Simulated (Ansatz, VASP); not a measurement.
# One calculation of Te2Mo, two programs

```
Te Mo
1.0
     3.49505    0.00000    0.00000
    -1.74752    3.02680    0.00000
     0.00000    0.00000    7.67518
Te Mo
2 1
Direct
  0.33333 0.66667 0.76292
  0.33333 0.66667 0.23708
  0.00000 0.00000 0.00000
```

Alike in both runs: functional PBE; dispersion D3(BJ); k mesh 9 × 9 × 2; occupations gaussian, width 0.02 eV; no spin polarisation.

Ansatz relaxed the structure, and its values are those at the end. VASP's run is a single point on that final structure, the one shown.

```csv
,VASP,Ansatz
version,VASP 6.6.1,Ansatz 0.2.0
potentials or method,"VASP PAW PBE potentials, release 64 (Te, Mo_sv), cutoff 500 eV","scalar-relativistic, plane waves, PAW"
valence electrons in the cell,26,46
```

Ansatz gave:

| Quantity | Value |
| --- | --- |
| gap on the k mesh at the Fermi level (eV) | 0.98 |
| least direct gap on the mesh (eV) | 1.18 |
| pressure (GPa) | 0.0 |
| rms of the force components (eV/Å) | 0.001 |

Estimate VASP's values.

gap on the k mesh at the Fermi level (eV): 0.99; least direct gap on the mesh (eV): 1.18; pressure (GPa): 0.0; rms of the force components (eV/Å): 0.007.

VASP's potentials hold 26 valence electrons a cell and Ansatz's 46, so a difference there can come from the potentials and not from the codes. Ansatz's warnings: relaxed geometry near dispersion switch.

Neither program's run includes spin-orbit coupling.
